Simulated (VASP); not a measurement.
Input of a VASP 6.6.1 run:

File INCAR:

```
SYSTEM = Au
PREC = Accurate
ENCUT = 520
EDIFF = 1E-6
ISMEAR = 0
SIGMA = 0.15
LREAL = .FALSE.
LASPH = .TRUE.
NELM = 80
ALGO = Fast
ISIF = 2
LWAVE = .FALSE.
LCHARG = .FALSE.
GGA = PS
NBANDS = 12
```

Contents of KPOINTS:

```
Automatic mesh
0
G
  22 22 22
  0 0 0
```

POSCAR

```
Au
1.0
    0.0000000000      2.2221222584      1.7332553616
    2.2221222584      0.0000000000      1.7332553616
    2.2221222584      2.2221222584      0.0000000000
Au
1
Direct
    0.0000000000      0.0000000000      0.0000000000
```

Potentials or basis: VASP PAW PBE potentials, release 64 (Au).

The run is started by

```console
$ cat potpaw_PBE.64/Au/POTCAR > POTCAR
$ mpirun -np 1 vasp_std > vasp.out
```

(1) What does it give for the pressure?

(2) Estimate the band gap on the k mesh.

Answers

(1) -0.9 GPa.

(2) zero (an odd number of electrons rules out a gap without spin polarisation).

Caveat: the PAW data sets were made with another functional, which shifts forces and pressure a little; spin-orbit coupling is left out, which moves the levels of the heavy elements.
